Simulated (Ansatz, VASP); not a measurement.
# Two plane-wave programs on H

```xyz
1
Lattice="14.0000 0.0000 0.0000 0.0000 14.4000 0.0000 0.0000 0.0000 14.8000" Properties=species:S:1:pos:R:3 pbc="T T T"
H     7.0000    7.2000    7.4000
```

Alike in both runs: task single point; functional r2SCANh; k mesh 1 × 1 × 1; occupations fermi-dirac, width 0.01 eV; collinear spin.

|  | VASP | Ansatz |
| --- | --- | --- |
| version | VASP 6.6.1 | Ansatz 0.2.0 |
| potentials or method | VASP PAW PBE potentials, release 64 (H), cutoff 520 eV | plane waves (500 eV) with PAW, scalar-relativistic |
| valence electrons in the cell | 1 | 1 |

|  | VASP | Ansatz | Ansatz less VASP |
| --- | --- | --- | --- |
| gap on the k mesh at the Fermi level (eV) | 6.45 | 8.12 | +1.673 |
| net moment per atom (μB) | 1.00 | 1.00 | 0.000 |
| size of the moment on the site where the two differ most (μB) | 0.38 | 1.00 | +0.617 |

VASP's potentials were made for PBE, not for r2SCANh. Site moments also hang on the region over which each program counts them. Ansatz's warnings: nearly empty spin channel levels not settled, stability check not made.
